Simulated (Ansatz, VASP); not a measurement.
# One calculation of CdSe, two programs

INCAR

```
SYSTEM = CdSe
PREC = Accurate
ENCUT = 520
EDIFF = 1E-6
ISMEAR = -1
SIGMA = 0.02
LREAL = .FALSE.
LASPH = .TRUE.
NELM = 80
ALGO = Normal
ISIF = 2
LWAVE = .FALSE.
LCHARG = .FALSE.
GGA = PE
NBANDS = 26
```

KPOINTS

```
regular mesh
0
G
  12 12 4
  0 0 0
```

Contents of POSCAR:

```
CdSe
1.0
    4.3407236660      0.0000000000      0.0000000000
   -2.1703618330      3.7591769656      0.0000000000
    0.0000000000      0.0000000000      7.2181788987
Cd Se
2 2
Direct
    0.3333333333      0.6666666667      0.0015566775
    0.6666666667      0.3333333333      0.5015566775
    0.3333333333      0.6666666667      0.3734433225
    0.6666666667      0.3333333333      0.8734433225
```

Input for Ansatz:

```yaml
crystal:
  lattice:
    - [4.340723666, 0.0, 0.0]
    - [-2.170361833, 3.7591769656, 0.0]
    - [0.0, 0.0, 7.2181788987]
  atoms:
    - { symbol: Cd, position: [0.3333333333, 0.6666666667, 0.0015566775] }
    - { symbol: Cd, position: [0.6666666667, 0.3333333333, 0.5015566775] }
    - { symbol: Se, position: [0.3333333333, 0.6666666667, 0.3734433225] }
    - { symbol: Se, position: [0.6666666667, 0.3333333333, 0.8734433225] }
kpoints:
  mp_grid: { grid: [12, 12, 4] }
  band_path:
    path:
      - [0.0, 0.0, 0.0]
      - [0.5, 0.0, 0.0]
      - [0.3333333333, 0.3333333333, 0.0]
      - [0.0, 0.0, 0.5]
      - [0.5, 0.0, 0.5]
      - [0.3333333333, 0.3333333333, 0.5]
    npoints: 1
hamiltonian:
  xc: pbe
scf:
  occupations: { method: fermi_dirac, width: 0.02 }
  n_extra_bands: 5
output:
  forces: true
  stress: true
  eigenvalues: true
```

Change from the starting cell: uniaxial_z strain +2.0%.

Alike in both runs: task single point; functional PBE; k mesh 12 × 12 × 4; occupations fermi-dirac, width 0.02 eV; no spin polarisation.

|  | VASP | Ansatz |
| --- | --- | --- |
| version | VASP 6.6.1 | Ansatz 0.2.0 |
| potentials or method | VASP PAW PBE potentials, release 64 (Cd, Se) | plane waves, PAW |
| plane-wave cutoff (eV) | 520 | 420 |
| valence electrons in the cell | 36 | 72 |

```csv
,VASP,Ansatz,Ansatz less VASP
pressure (GPa),0.7,0.5,-0.26
"traceless stress, the component that is largest in VASP (GPa)",-0.53,-0.52,+0.006
```

With one functional, cell and mesh, what is left measures potentials, basis and numerics. VASP's potentials hold 36 valence electrons a cell and Ansatz's 72, so a difference there can come from the potentials and not from the codes.
